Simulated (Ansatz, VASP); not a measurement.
AlP: VASP beside Ansatz

File INCAR:

```
SYSTEM = AlP
ALGO = Normal
EDIFF = 1E-7
EDIFFG = -0.01
ENCUT = 500
GGA = PE
GGA_COMPAT = .False.
IBRION = 2
ISIF = 3
ISMEAR = 0
LASPH = .True.
LCHARG = .False.
LREAL = .False.
LWAVE = .False.
NELM = 120
NELMIN = 4
NSW = 80
PREC = Accurate
SIGMA = 0.02
```

File KPOINTS:

```
k-points
0
Gamma
  8 8 8
  0 0 0
```

POSCAR

```
AlP
1.0
    0.0000000000      2.7541630800      2.7541630800
    2.7541630800      0.0000000000      2.7541630800
    2.7541630800      2.7541630800      0.0000000000
Al P
1 1
Direct
    0.7500000000      0.7500000000      0.7500000000
    0.0000000000      0.0000000000      0.0000000000
```

Input for Ansatz:

```yaml
crystal:
  lattice:
    - [0.0, 2.75416308, 2.75416308]
    - [2.75416308, 0.0, 2.75416308]
    - [2.75416308, 2.75416308, 0.0]
  atoms:
    - { symbol: Al, position: [0.75, 0.75, 0.75] }
    - { symbol: P, position: [0.0, 0.0, 0.0] }
basis:
  ecutwfc: 420
kpoints:
  mp_grid: { grid: [8, 8, 8] }
hamiltonian:
  xc: pbe
scf:
  occupations: { method: gaussian, width: 0.02 }
output:
  forces: true
  stress: true
  eigenvalues: true
relax:
  adjacent_minimum: "off"
  f_tol: 0.01
  max_steps: 60
  cell: { stress_tol: 0.1 }
```

Alike in both runs: task relaxation of cell and atoms; functional PBE; k mesh 8 × 8 × 8; occupations gaussian, width 0.02 eV; no spin polarisation.

|  | VASP | Ansatz |
| --- | --- | --- |
| version | VASP 6.6.1 | Ansatz 0.2.0 |
| potentials or method | VASP PAW PBE potentials, release 64 (Al, P), cutoff 500 eV | scalar-relativistic, plane waves, PAW |
| valence electrons in the cell | 8 | 8 |

VASP gave:

* gap on the k mesh at the Fermi level, each at its own relaxed structure (eV): 1.63
* relaxed volume (Å³/atom): 20.84
* relaxed cell length with the largest relative difference (Å): 3.892

Which values does Ansatz return?

gap on the k mesh at the Fermi level, each at its own relaxed structure (eV): 1.63; relaxed volume (Å³/atom): 20.89; relaxed cell length with the largest relative difference (Å): 3.895.
